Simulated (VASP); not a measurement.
Wanted: the native input for a VASP 6.6.1 run.

```
Task                   : single point
Functional             : PBE
Potentials or basis    : VASP PAW PBE potentials, release 64 (W_sv, Si)
Cutoff                 : 520 eV
k mesh                 : 9 × 9 × 9
Occupations            : fermi-dirac, width 0.08 eV
Spin                   : no spin polarisation
Dipole correction      : no
Further INCAR settings : ALGO = Normal; EDIFF = 1e-06; NBANDS = 18
```

The structure of Si2W (fluorite type) lies in POSCAR:

```
Si2W
1.0
    0.0000000000      2.9492306498      2.9492306498
    2.9492306498      0.0000000000      2.9492306498
    2.9492306498      2.9492306498      0.0000000000
W Si
1 2
Direct
    0.0000000000      0.0000000000      0.0000000000
    0.2500000000      0.2500000000      0.2500000000
    0.7500000000      0.7500000000      0.7500000000
```

One way to write it, as run:

INCAR

```
SYSTEM = Si2W
  ALGO = Normal
  EDIFF = 1E-6
  ENCUT = 520
  GGA = PE
  ISIF = 2
  ISMEAR = -1
  LASPH = .TRUE.
  LCHARG = .FALSE.
  LREAL = .FALSE.
  LWAVE = .FALSE.
  NBANDS = 18
  NELM = 60
  PREC = Accurate
  SIGMA = 0.08
```

KPOINTS

```
k-points
0
G
  9 9 9
  0 0 0
```

Potentials or basis: VASP PAW PBE potentials, release 64 (W_sv, Si).

Launch:

```console
$ cat potpaw_PBE.64/W_sv/POTCAR potpaw_PBE.64/Si/POTCAR > POTCAR
$ mpirun -np 1 vasp_std > vasp.out
```

It gave:

- Pressure: 0.0 GPa
- Band gap on the k mesh: zero (band 11 reaches 9.06 eV, above the bottom of band 12 at 7.53 eV)

Caveat: spin-orbit coupling is left out, which moves the levels of the heavy elements.

It took 42 s on 1 thread of Intel Xeon 8259CL (shared host), peak memory 0.19 GiB.
